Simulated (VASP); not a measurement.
# Sb (Pm-3m) in VASP: notebook

Aim: see how the results for Sb move with the level of theory and the settings. Levels: BLYP, PBE+D3(BJ). Tasks: relaxation of cell and atoms.

Everything below comes from runs of VASP 6.6.1. Logs are shortened: lines on timing, memory, paths and dates and some standing lists are left out, and cuts for length are marked.

### Step 1. The cell of the first run

The structure is cubic, space group Pm-3m (No. 221). The conventional cell has a = 3.160 Å, b = 3.160 Å, c = 3.160 Å, α = 90.00°, β = 90.00°, γ = 90.00°. Within 4.2 Å of Sb (site symmetry m-3m) lie 6 Sb at 3.16 Å.

### Step 2. Relaxation of cell and atoms, BLYP

INCAR reads:

```
SYSTEM = Sb
AGGAC = 1.0
AGGAX = 1.0
ALDAC = 0.0
ALDAX = 1.0
ALGO = Normal
EDIFF = 1E-6
EDIFFG = -0.01
ENCUT = 600
GGA = B5
IBRION = 2
ISIF = 3
ISMEAR = -1
LASPH = .True.
LCHARG = .False.
LREAL = .False.
LWAVE = .False.
NELM = 80
NSW = 60
PREC = Accurate
SIGMA = 0.05
```

KPOINTS reads:

```
k-points
0
Gamma
  8 8 8
  0 0 0
```

POSCAR reads:

```
Sb
1.0
    3.1600000000      0.0000000000      0.0000000000
    0.0000000000      3.1600000000      0.0000000000
    0.0000000000      0.0000000000      3.1600000000
Sb
1
Direct
    0.0000000000      0.0000000000      0.0000000000
```

Potentials or basis: VASP PAW PBE potentials, release 64 (Sb).

The run is started by

```
cat potpaw_PBE.64/Sb/POTCAR > POTCAR
mpirun -np 1 vasp_std > vasp.out
```

OUTCAR:

```text
SYSTEM = Sb
   EDIFF = 1E-6
   EDIFFG = -0.01
   ENCUT = 600
   GGA = B5
   IBRION = 2
   ISIF = 3
   ISMEAR = -1
   LASPH = .True.
   LREAL = .False.
   NELM = 80
   NSW = 60
   PREC = Accurate

 ion  position               nearest neighbor table
   1  0.000  0.000  0.000-

  LATTYP: Found a simple cubic cell.
 ALAT       =     3.1600000000

  Lattice vectors:

 A1 = (   3.1600000000,   0.0000000000,   0.0000000000)
 A2 = (   0.0000000000,   3.1600000000,   0.0000000000)
 A3 = (   0.0000000000,   0.0000000000,   3.1600000000)

Analysis of symmetry for initial positions (statically):
=====================================================================
 Subroutine PRICEL returns:
 Original cell was already a primitive cell.

 Routine SETGRP: Setting up the symmetry group for a
 simple cubic supercell.

 Subroutine GETGRP returns: Found 48 space group operations
 (whereof 48 operations were pure point group operations)
 out of a pool of 48 trial point group operations.

The static configuration has the point symmetry O_h .

Analysis of symmetry for dynamics (positions and initial velocities):
=====================================================================
 Subroutine PRICEL returns:
 Original cell was already a primitive cell.

 Routine SETGRP: Setting up the symmetry group for a
 simple cubic supercell.

 Subroutine GETGRP returns: Found 48 space group operations
 (whereof 48 operations were pure point group operations)
 out of a pool of 48 trial point group operations.

The dynamic configuration has the point symmetry O_h .

 Subroutine INISYM returns: Found 48 space group operations
 (whereof 48 operations are pure point group operations),
 and found     1 'primitive' translations

----------------------------------------------------------------------------------------

                                     Primitive cell

  volume of cell :      31.5545

  direct lattice vectors                    reciprocal lattice vectors
     3.160000000  0.000000000  0.000000000     0.316455696  0.000000000  0.000000000
     0.000000000  3.160000000  0.000000000     0.000000000  0.316455696  0.000000000
     0.000000000  0.000000000  3.160000000     0.000000000  0.000000000  0.316455696

  length of vectors
     3.160000000  3.160000000  3.160000000     0.316455696  0.316455696  0.316455696

  position of ions in fractional coordinates (direct lattice)
     0.000000000  0.000000000  0.000000000

  ion indices of the primitive-cell ions
   primitive index   ion index
                 1           1

----------------------------------------------------------------------------------------

 KPOINTS: k-points

Automatic generation of k-mesh.
 Grid dimensions read from file:
 generate k-points for:    8    8    8

 Generating k-lattice:

  Cartesian coordinates                     Fractional coordinates (reciprocal lattice)
     0.039556962  0.000000000  0.000000000     0.125000000  0.000000000  0.000000000
     0.000000000  0.039556962  0.000000000     0.000000000  0.125000000  0.000000000
     0.000000000  0.000000000  0.039556962     0.000000000  0.000000000  0.125000000

  Length of vectors
     0.039556962  0.039556962  0.039556962

  Shift w.r.t. Gamma in fractional coordinates (k-lattice)
     0.000000000  0.000000000  0.000000000

 Subroutine IBZKPT returns following result:
 ===========================================

 Found     35 irreducible k-points:

 Following reciprocal coordinates:
            Coordinates               Weight
  0.000000  0.000000  0.000000      1.000000
  0.125000  0.000000  0.000000      6.000000
  0.250000  0.000000  0.000000      6.000000
  0.375000  0.000000  0.000000      6.000000
  0.500000  0.000000  0.000000      3.000000
  0.125000  0.125000  0.000000     12.000000
[... 16 lines left out ...]
  0.375000  0.375000  0.125000     24.000000
  0.500000  0.375000  0.125000     24.000000
 [... further k-points ...]
   k-points           NKPTS =     35   k-points in BZ     NKDIM =     35   number of bands    NBANDS=      6
   number of dos      NEDOS =    301   number of ions     NIONS =      1
   total plane-waves  NPLWV =  21952
   dimension x,y,z NGX =    28 NGY =   28 NGZ =   28
   dimension x,y,z NGXF=    56 NGYF=   56 NGZF=   56
   ions per type =               1
   NGX,Y,Z   is equivalent  to a cutoff of  14.73, 14.73, 14.73 a.u.
   NGXF,Y,Z  is equivalent  to a cutoff of  29.46, 29.46, 29.46 a.u.
 SYSTEM =  Sb
   PREC   = accura    normal or accurate (medium, high low for compatibility)
   ISTART =      0    job   : 0-new  1-cont  2-samecut
   ICHARG =      2    charge: 1-file 2-atom 10-const
   ISPIN  =      1    spin polarized calculation?
   LNONCOLLINEAR =      F non collinear calculations
   LSORBIT =      F    spin-orbit coupling
   LASPH  =      T    aspherical Exc in radial PAW
   ENCUT  =  600.0 eV  44.10 Ry    6.64 a.u.   6.31  6.31  6.31*2*pi/ulx,y,z
   NELM   =     80;   NELMIN=  2; NELMDL= -5     # of ELM steps
   EDIFF  = 0.1E-05   stopping-criterion for ELM
   LREAL  =      F    real-space projection
   EDIFFG = -.1E-01   stopping-criterion for IOM
   NSW    =     60    number of steps for IOM
   IBRION =      2    ionic relax: 0-MD 1-quasi-New 2-CG
   NFREE  =      1    steps in history (QN), initial steepest desc. (CG)
   ISIF   =      3    stress and relaxation
   ISYM   =      2    0-nonsym 1-usesym 2-fastsym
   POTIM  = 0.5000    time-step for ionic-motion
   TEBEG  =    0.0;   TEEND  =   0.0 temperature during run
   PSTRESS=    0.0 pullay stress
   NELECT =       5.0000    total number of electrons
   NUPDOWN=      -1.0000    fix difference up-down
   EMIN   =  10.00;   EMAX   =-10.00  energy-range for DOS
   EFERMI =   0.00;   METHOD = LEGACY
   ISMEAR =    -1;   SIGMA  =   0.05  broadening in eV -4-tet -1-fermi 0-gaus
   EFERMI_NEDOS =   21; number of points for ismear=-14 and -15
   IALGO  =     38    algorithm
   IMIX   =      4    mixing-type and parameters
     AMIX     =   0.40;   BMIX     =  1.00
     AMIX_MAG =   1.60;   BMIX_MAG =  1.00
  volume/ion in A,a.u.               =      31.55       212.94
  Fermi-wavevector in a.u.,A,eV,Ry     =   0.885886  1.674081 10.677766  0.784794
  Thomas-Fermi vector in A             =   2.006979
   LORBIT       =      0    0 simple, 1 ext, 2 COOP (PROOUT), +10 PAW based schemes
   GGA     = B5    functional components
   LHFCALC =     F    Hartree Fock is set to
   AEXX    =    0.0000 exact exchange contribution
   IVDW    =     0    specifies the selected vdW correction
   LEPSILON=     F    determine dielectric tensor
   LRPA    =     F    only Hartree local field effects (RPA)
 conjugate gradient relaxation of ions
 non-spin polarized calculation
  energy-cutoff  :      600.00
  volume of cell :       31.55
 maximum number of plane-waves:      1074
 NGX is ok and might be reduce to    28
   NGX = 13   NGY = 13   NGZ = 13

--------------------------------------- Ionic step        1  -------------------------------------------

 number of electron       5.0000000 magnetization

 Free energy of the ion-electron system (eV)
  ---------------------------------------------------
  ext. energy  EPLUGINS =         0.00000000
  ---------------------------------------------------
  free energy    TOTEN  =        -3.31665482 eV

  energy without entropy =       -3.30936348  energy(sigma->0) =       -3.31300915

------------------------ aborting loop because EDIFF is reached ----------------------------------------

  FORCE on cell =-STRESS in cart. coord.  units (eV):
  Direction    XX          YY          ZZ          XY          YZ          ZX
  --------------------------------------------------------------------------------------
  -------------------------------------------------------------------------------------
  Total        0.3665610      0.3665610      0.3665610      0.0000000     -0.0000000      0.0000000
  in kB       18.6121083     18.6121083     18.6121083      0.0000000     -0.0000000      0.0000000
  external PRESSURE =      18.6121083 kB  Pullay stress =       0.0000000 kB
[... 55 lines left out ...]
  energy  without entropy=       -3.3149548720  energy(sigma->0) =       -3.31872072

--------------------------------------- Ionic step        3  -------------------------------------------

 number of electron       5.0000000 magnetization

 Free energy of the ion-electron system (eV)
  ---------------------------------------------------
  ext. energy  EPLUGINS =         0.00000000
  ---------------------------------------------------
  free energy    TOTEN  =        -3.32347186 eV

  energy without entropy =       -3.31602507  energy(sigma->0) =       -3.31974847

 E-fermi :   6.4152     XC(G=0):  -8.5683

 val. band max:        6.4066597215   @ k =   0.3750   0.2500   0.1250
 cond. band min:       6.6059941206   @ k =   0.5000   0.2500   0.0000
 fundamental gap:      0.1993343992
 Fermi energy:         6.4152140253

 k-point     1 :       0.0000    0.0000    0.0000
  band No.  band energies     occupation
      1      -5.2572      2.00000
      2       9.4257      0.00000
      3       9.4257      0.00000
      4       9.4257      0.00000
      5      13.4774      0.00000
      6      13.4774      0.00000

 k-point     2 :       0.1250    0.0000    0.0000
  band No.  band energies     occupation
      1      -5.0564      2.00000
      2       7.5081      0.00000
      3       9.6157      0.00000
      4       9.6157      0.00000
      5      13.6450      0.00000
      6      14.2791      0.00000
[... 190 lines left out ...]
 k-point    24 :       0.5000    0.3750    0.1250
  band No.  band energies     occupation
      1      -1.3762      2.00000
      2       3.1762      2.00000
      3       4.5394      2.00000
      4      10.2941      0.00000
      5      10.7560      0.00000
      6      16.2112      0.00000

 [... further k-points ...]

------------------------ aborting loop because EDIFF is reached ----------------------------------------

  FORCE on cell =-STRESS in cart. coord.  units (eV):
  Direction    XX          YY          ZZ          XY          YZ          ZX
  --------------------------------------------------------------------------------------
  -------------------------------------------------------------------------------------
  Total        0.0007323      0.0007323      0.0007323     -0.0000000      0.0000000     -0.0000000
  in kB        0.0358032      0.0358032      0.0358032     -0.0000000      0.0000000     -0.0000000
  external PRESSURE =       0.0358032 kB  Pullay stress =       0.0000000 kB
[... 16 lines left out ...]
  FREE ENERGIE OF THE ION-ELECTRON SYSTEM (eV)
  ---------------------------------------------------
  free  energy   TOTEN  =        -3.3234718620 eV

  energy  without entropy=       -3.3160250696  energy(sigma->0) =       -3.31974847

 reached required accuracy - stopping structural energy minimisation
```

It took 45 s on 1 thread of AMD EPYC 7R43 (Zen 3), shared host; peak memory 0.12 GiB.

What came out:

- Free energy: -3.3235 eV
- Relaxed volume: 32.77 Å³/atom
- Relaxed cell: a = 3.200 Å, b = 3.200 Å, c = 3.200 Å, α = 90.00°, β = 90.00°, γ = 90.00°
- Space group after relaxing (to 0.05 Å): Pm-3m (No. 221)
- Energy gained by relaxing: 6.8 meV/atom
- Ionic steps: 3
- Pressure after relaxing: 0.0 GPa

Step by step:
```csv
step,energy change (eV),largest force (eV/Å),pressure (GPa),volume (Å³)
1,0.0000,0.0000,1.86,31.55
2,-0.0058,0.0000,-0.63,33.26
3,-0.0068,0.0000,0.00,32.77
```

Final structure:
```
CELL_PARAMETERS angstrom
3.20009 0.00000 0.00000
0.00000 3.20009 0.00000
0.00000 0.00000 3.20009
ATOMIC_POSITIONS crystal
Sb 0.00000 0.00000 0.00000
```

Levels at points of the mesh, in eV from the Fermi level:
| k point | band 1 | band 2 | band 3 | band 4 | band 5 | band 6 |
| --- | --- | --- | --- | --- | --- | --- |
| (0.00, 0.00, 0.00) | -11.67 | 3.01 | 3.01 | 3.01 | 7.06 | 7.06 |
| (0.50, 0.00, 0.00) | -9.63 | -4.81 | 4.68 | 4.68 | 8.90 | 10.74 |
| (0.50, 0.50, 0.00) | -7.48 | -3.06 | -3.06 | 2.90 | 6.33 | 12.24 |
| (0.50, 0.50, 0.50) | -5.14 | -1.43 | -1.43 | -1.43 | 5.25 | 5.25 |

Caveat: the PAW data sets were made with another functional, which shifts forces and pressure a little; spin-orbit coupling is left out, which moves the levels of the heavy elements.

### Step 3. Relaxation of cell and atoms, PBE+D3(BJ)

INCAR reads:

```
PREC = Accurate
ENCUT = 600
EDIFF = 1E-6
ISMEAR = -1
SIGMA = 0.05
LREAL = F
LASPH = T
NELM = 60
ALGO = Normal
ISIF = 3
LWAVE = F
LCHARG = F
GGA = PE
IVDW = 12
IBRION = 2
NSW = 60
EDIFFG = -0.01
```

KPOINTS reads:

```
Automatic mesh
0
Gamma
  8 8 8
```

POSCAR is that of step 2.

Potentials or basis: VASP PAW PBE potentials, release 64 (Sb).

The run is started by

```
cat potpaw_PBE.64/Sb/POTCAR > POTCAR
mpirun -np 1 vasp_std > vasp.out
```

Run time: 30 s. Hardware: 1 thread of AMD EPYC 7R43 (Zen 3), shared host; peak memory 0.14 GiB.

The run converged. Its results:

```
Free energy                            : -4.5631 eV
Relaxed volume                         : 28.89 Å³/atom
Relaxed cell                           : a = 3.068 Å, b = 3.068 Å, c = 3.068 Å, α = 90.00°, β = 90.00°, γ = 90.00°
Space group after relaxing (to 0.05 Å) : Pm-3m (No. 221)
Energy gained by relaxing              : 42.4 meV/atom
Ionic steps                            : 3
Pressure after relaxing                : 0.0 GPa
Dispersion energy per atom             : -0.495 eV
```

Step by step:
```csv
step,energy change (eV),largest force (eV/Å),pressure (GPa),volume (Å³)
1,0.0000,0.0000,-4.68,31.55
2,-0.0283,0.0000,3.45,27.53
3,-0.0424,0.0000,0.00,28.89
```

Final structure:
```
Sb
1.0
     3.06845    0.00000    0.00000
     0.00000    3.06845    0.00000
     0.00000    0.00000    3.06845
Sb
1
Direct
  0.00000 0.00000 0.00000
```

Levels at points of the mesh, in eV from the Fermi level:
```tsv
k point	band 1	band 2	band 3	band 4	band 5	band 6
(0.00, 0.00, 0.00)	-12.58	3.41	3.41	3.41	7.01	7.01
(0.50, 0.00, 0.00)	-10.04	-5.75	5.52	5.52	9.15	10.73
(0.50, 0.50, 0.00)	-7.33	-3.62	-3.62	2.12	7.70	13.16
(0.50, 0.50, 0.50)	-4.28	-1.63	-1.63	-1.63	4.84	4.84
```

Caveat: spin-orbit coupling is left out, which moves the levels of the heavy elements; pairwise dispersion overbinds metals, which lowers pressure and volume.
